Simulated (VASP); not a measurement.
Set up this calculation in VASP 6.6.1, as the native input.

```yaml
Task: single point
Functional: PBE
Potentials_or_basis: VASP PAW PBE potentials, release 64 (Si, C)
Cutoff: 520 eV
k_mesh: 12 × 12 × 2
Occupations: gaussian, width 0.05 eV
Spin: no spin polarisation
Dipole_correction: no
Further_INCAR_settings: ALGO = Normal; EDIFF = 1e-06; NBANDS = 36
```

The structure of SiC lies in POSCAR:

```
SiC
1.0
    3.1466230537      0.0000000000      0.0000000000
   -1.5733115268      2.7250555006      0.0000000000
    0.0000000000      0.0000000000     15.4399284710
Si C
6 6
Direct
    0.0000000000      0.0000000000      0.1250412046
    0.0000000000      0.0000000000      0.6250387132
    0.3333333333      0.6666666667      0.2918647478
    0.6666666667      0.3333333333      0.7917698400
    0.3333333333      0.6666666667      0.9583511446
    0.6666666667      0.3333333333      0.4582680052
    0.0000000000      0.0000000000      0.9977393199
    0.0000000000      0.0000000000      0.5016375659
    0.3333333333      0.6666666667      0.1686482863
    0.6666666667      0.3333333333      0.6650107867
    0.3333333333      0.6666666667      0.8351935973
    0.6666666667      0.3333333333      0.3314367883
```

This cell differs from its parent crystal: atoms displaced along a vibrational mode, the cell strained.

The input as run:

INCAR

```
  PREC = Accurate
  ENCUT = 520
  EDIFF = 1E-6
  ISMEAR = 0
  SIGMA = 0.05
  LREAL = F
  LASPH = T
  NELM = 60
  ALGO = Normal
  ISIF = 2
  LWAVE = F
  LCHARG = F
  GGA = PE
  NBANDS = 36
```

KPOINTS

```
Automatic mesh
0
Gamma
  12 12 2
```

Potentials or basis: VASP PAW PBE potentials, release 64 (Si, C).

Command:

```bash
$ cat potpaw_PBE.64/Si/POTCAR potpaw_PBE.64/C/POTCAR > POTCAR
$ mpirun -np 1 vasp_std > vasp.out
```

Results of the run:

- Pressure: -9.5 GPa
- Largest force: 0.822 eV/Å
- Band gap on the k mesh: 2.03 eV (least direct gap 3.11 eV)

Caveat: the cell differs from its parent crystal (atoms displaced along a vibrational mode, the cell strained); the cell stands under tension.

Wall time 110 s on 1 thread of AMD EPYC 9R45 96-Core Processor (Zen 5), on a shared host, peak memory 0.28 GiB.
